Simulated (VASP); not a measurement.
A run of VASP 6.6.1 is set up as follows.

INCAR

```
  PREC = Accurate
  ENCUT = 600
  EDIFF = 1E-8
  ISMEAR = 0
  SIGMA = 0.01
  LREAL = False
  LASPH = True
  NELM = 60
  ALGO = Normal
  ISIF = 3
  LWAVE = False
  LCHARG = False
  GGA = PS
  IBRION = 6
  NFREE = 2
  POTIM = 0.015
  NSW = 1
```

The input KPOINTS:

```
regular mesh
0
Gamma
  8 8 8
```

The input POSCAR:

```
NaI
1.0
    0.0000000000      2.9048884897      2.9048884897
    2.9048884897      0.0000000000      2.9048884897
    2.9048884897      2.9048884897      0.0000000000
Na I
1 1
Direct
    0.0000000000      0.0000000000      0.0000000000
    0.5000000000      0.5000000000      0.5000000000
```

Potentials or basis: VASP PAW PBE potentials, release 64 (Na_pv, I).

Run with:

```sh
$ cat potpaw_PBE.64/Na_pv/POTCAR potpaw_PBE.64/I/POTCAR > POTCAR
$ mpirun -np 1 vasp_std > vasp.out
```

Task: Predict the elastic constants C11, C12, C44.

Result: 121, 12, 8 GPa.

Task: Estimate the Voigt bulk modulus.

Result: 48 GPa.

Task: What does it give for the highest phonon frequency at Γ, LO-TO splitting left out?

Result: 220 cm⁻¹.

Clamped-ion elastic tensor (GPa):
```
121  12  12   0   0   0
 12 121  12   0   0   0
 12  12 121   0   0   0
  0   0   0   8   0   0
  0   0   0   0   8   0
  0   0   0   0   0   8
```

Caveat: the cell is under stress, which shifts elastic constants; the PAW data sets were made with another functional, which shifts forces and pressure a little.
